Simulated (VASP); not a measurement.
Here is a VASP 6.6.1 calculation.

The input INCAR:

```
SYSTEM = Nb3CrGa
PREC = Accurate ; ENCUT = 520
EDIFF = 1E-7 ; ISMEAR = 0
SIGMA = 0.1 ; LREAL = .FALSE.
LASPH = .TRUE. ; NELM = 150
ALGO = Normal ; ISIF = 2
LWAVE = .FALSE. ; LCHARG = .TRUE.
ISPIN = 2 ; MAGMOM = 0 0 0 3.17 0
LORBIT = 11 ; LMAXMIX = 4
GGA = PE ; LELF = .TRUE.
LVHAR = .TRUE. ; NBANDS = 44
```

The input KPOINTS:

```
Automatic mesh
0
G
  4 4 4
  0 0 0
```

POSCAR

```
Nb3CrGa
1.0
    4.7442476931      0.0000000000      0.0000000000
    0.0000000000      4.7442476931      0.0000000000
    0.0000000000      0.0000000000      4.7442476931
Nb Cr Ga
3 1 1
Direct
    0.0000000000      0.5000000000      0.5000000000
    0.5000000000      0.0000000000      0.5000000000
    0.5000000000      0.5000000000      0.0000000000
    0.0000000000      0.0000000000      0.0000000000
    0.5000000000      0.5000000000      0.5000000000
```

Potentials or basis: VASP PAW PBE potentials, release 64 (Nb_sv, Cr_pv, Ga_d).

Run with:

```console
$ cat potpaw_PBE.64/Nb_sv/POTCAR potpaw_PBE.64/Cr_pv/POTCAR potpaw_PBE.64/Ga_d/POTCAR > POTCAR
$ mpirun -np 1 vasp_std > vasp.out
```

Predict the pressure.

-3.0 GPa.

Estimate the site moments.

Nb -0.16; Cr -0.05; Ga +0.00 μB.

What does it give for the net moment?

-0.76 μB per cell.

Caveat: the cell stands under tension.
